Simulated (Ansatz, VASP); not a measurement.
## One calculation of Au, two programs

```
CELL_PARAMETERS angstrom
0.00000 2.11617 2.11617
2.11617 0.00000 2.11617
2.11617 2.11617 0.00000
ATOMIC_POSITIONS crystal
Au 0.00000 0.00000 0.00000
```

Alike in both runs: task single point; functional PBE; k mesh 12 × 12 × 12; occupations fermi-dirac, width 0.06 eV; no spin polarisation.

|  | VASP | Ansatz |
| --- | --- | --- |
| version | VASP 6.6.1 | Ansatz 0.2 development build |
| potentials or method | VASP PAW PBE potentials, release 64 (Au), cutoff 520 eV | all-electron full-potential LAPW, scalar-relativistic |

Ansatz gave:

- pressure (GPa): -6.1

Task: Estimate VASP's values.

Result: Pressure (GPa): -6.3.

Ansatz ran all-electron here, and VASP with PAW potentials.

Spin-orbit coupling is off throughout.
